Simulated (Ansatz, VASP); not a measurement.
**Two plane-wave programs on AlCu**

```
Al Cu
1.0
     2.99751    0.00000    0.00000
     0.00000    2.99751    0.00000
     0.00000    0.00000    2.99751
Al Cu
1 1
Direct
  0.00000 0.00000 0.00000
  0.44162 0.50000 0.50000
```

Change from the starting cell: all Cu atoms moved +0.175 Å, as atom 2 towards its neighbour atom 2 (Cu) at 2.998 Å.

Alike in both runs: task single point; functional r2SCAN; k mesh 16 × 16 × 16; occupations gaussian, width 0.15 eV; no spin polarisation.

|  | VASP | Ansatz |
| --- | --- | --- |
| version | VASP 6.6.1 | Ansatz 0.2.0 |
| potentials or method | VASP PAW PBE potentials, release 64 (Al, Cu), cutoff 520 eV | scalar-relativistic, plane waves, PAW |
| valence electrons in the cell | 14 | 22 |

VASP gave:

| Item | Value |
| --- | --- |
| gap on the k mesh at the Fermi level (eV) | none |
| pressure (GPa) | -3.5 |
| traceless stress, the component that is largest in VASP (GPa) | -0.67 |
| rms of the force components (eV/Å) | 0.400 |

Problem. Estimate Ansatz's values.

Solution. gap on the k mesh at the Fermi level (eV): none; pressure (GPa): -3.5; traceless stress, the component that is largest in VASP (GPa): -0.68; rms of the force components (eV/Å): 0.403.

VASP's potentials were made for PBE, not for r2SCAN. Atom by atom the forces differ by 0.003 eV/Å (rms over components). A gap of «none» marks a metal or a gap that the smearing closes. VASP's potentials hold 14 valence electrons a cell and Ansatz's 22, so a difference there can come from the potentials and not from the codes.
